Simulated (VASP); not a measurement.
A run of VASP 6.6.1:

INCAR

```
PREC = Accurate
ENCUT = 520
EDIFF = 1E-7
ISMEAR = 0
SIGMA = 0.01
LREAL = False
LASPH = True
NELM = 80
ALGO = Normal
ISIF = 2
LWAVE = False
LCHARG = True
GGA = CA
LELF = True
LVHAR = True
NBANDS = 46
```

File KPOINTS:

```
Automatic mesh
0
Gamma
  12 12 2
```

Contents of POSCAR:

```
CdS
1.0
    4.1605990978      0.0000000000      0.0000000000
   -2.0802995489      3.6031845137      0.0000000000
    0.0000000000      0.0000000000     13.5541938558
Cd S
4 4
Direct
    0.0000000000      0.0000000000     -0.0003495461
    0.3333333333      0.6666666667      0.2498897446
    0.0000000000      0.0000000000      0.4996504539
    0.6666666667      0.3333333333      0.7498897446
    0.0000000000      0.0000000000      0.1876440828
    0.3333333333      0.6666666667      0.4378157188
    0.0000000000      0.0000000000      0.6876440828
    0.6666666667      0.3333333333      0.9378157188
```

Potentials or basis: VASP PAW LDA potentials, release 64 (Cd, S).

Command:

```console
$ cat potpaw_LDA.64/Cd/POTCAR potpaw_LDA.64/S/POTCAR > POTCAR
$ mpirun -np 1 vasp_std > vasp.out
```

Hardware: 1 thread of Intel(R) Xeon(R) Platinum 8488C (Sapphire Rapids) (shared host).

How long does it take, and how much memory?

Wall time 4.6 min on 1 thread of Intel(R) Xeon(R) Platinum 8488C (Sapphire Rapids), on a shared host, peak memory 0.42 GiB. Counts: scf iterations 20, k points 38.
